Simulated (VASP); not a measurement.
Write the native input for VASP 6.6.1 that does the following.

```
Task                   : single point
Functional             : PBE
Potentials or basis    : VASP PAW PBE potentials, release 64 (Fe)
Cutoff                 : 520 eV
k mesh                 : 15 × 15 × 15
Occupations            : fermi-dirac, width 0.05 eV
Spin                   : collinear spin, ferromagnetic start
Starting moments       : [2.367] μB
Dipole correction      : no
Further INCAR settings : ALGO = Normal; EDIFF = 1e-06; NBANDS = 14
```

The structure of Fe lies in POSCAR:

```
Fe
1.0
    2.4025492193      0.0000000000      0.0000000000
    0.0000000000      2.4025492193      0.0000000000
    0.0000000000      0.0000000000      2.4025492193
Fe
1
Direct
    0.0000000000      0.0000000000      0.0000000000
```

This cell differs from its parent crystal: volume scaled by 1.04.

These files were run (other wordings do the same):

INCAR

```
SYSTEM = Fe
ALGO = Normal
EDIFF = 1E-6
ENCUT = 520
GGA = PE
ISIF = 2
ISMEAR = -1
ISPIN = 2
LASPH = .True.
LCHARG = .False.
LMAXMIX = 4
LORBIT = 11
LREAL = .False.
LWAVE = .False.
MAGMOM = 2.367
NBANDS = 14
NELM = 150
PREC = Accurate
SIGMA = 0.05
```

KPOINTS

```
k-points
0
Gamma
  15 15 15
  0 0 0
```

Potentials or basis: VASP PAW PBE potentials, release 64 (Fe).

Command:

```console
$ cat potpaw_PBE.64/Fe/POTCAR > POTCAR
$ mpirun -np 1 vasp_std > vasp.out
```

Results of the run:

| Item | Value |
| --- | --- |
| Pressure | -5.7 GPa |
| Net moment | 2.40 μB per cell |
| Site moments | Fe +2.40 μB |
| Valence electrons inside the program's atomic spheres | Fe 7.11 |

Wall time 77 s on 1 thread of AMD EPYC 7R13, with other jobs on the host, peak memory 0.12 GiB.
